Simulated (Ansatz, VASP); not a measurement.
Two plane-wave programs on LiHF2

```
CELL_PARAMETERS angstrom
1.46443 0.84549 4.39456
-1.46443 0.84549 4.39456
0.00000 -1.69098 4.39456
ATOMIC_POSITIONS crystal
Li 0.00000 0.00000 0.00000
H 0.50000 0.50000 0.50000
F 0.41251 0.41251 0.41251
F 0.58749 0.58749 0.58749
```

Change from the starting cell: strain +0.015 along x and y, +0.015 along z, atoms carried along.

Alike in both runs: task single point; functional LDA; k mesh 9 × 9 × 9; occupations gaussian, width 0.05 eV; no spin polarisation.

|  | VASP | Ansatz |
| --- | --- | --- |
| version | VASP 6.6.1 | Ansatz 0.2.0 |
| potentials or method | VASP PAW LDA potentials, release 64 (Li_sv, H, F), cutoff 520 eV | scalar-relativistic, plane waves, PAW |
| valence electrons in the cell | 18 | 18 |

|  | VASP | Ansatz | Ansatz less VASP |
| --- | --- | --- | --- |
| gap on the k mesh at the Fermi level (eV) | 7.96 | 8.00 | +0.036 |
| least direct gap on the mesh (eV) | 8.17 | 8.20 | +0.036 |
| rms of the force components (eV/Å) | 0.082 | 0.120 | +0.0387 |

LDA's correlation is that of Perdew and Zunger in VASP and of Perdew and Wang (1992) in Ansatz. Atom by atom the forces differ by 0.039 eV/Å (rms over components).

Noted on VASP's run: the cutoff is short for stress, so the pressure is rough.
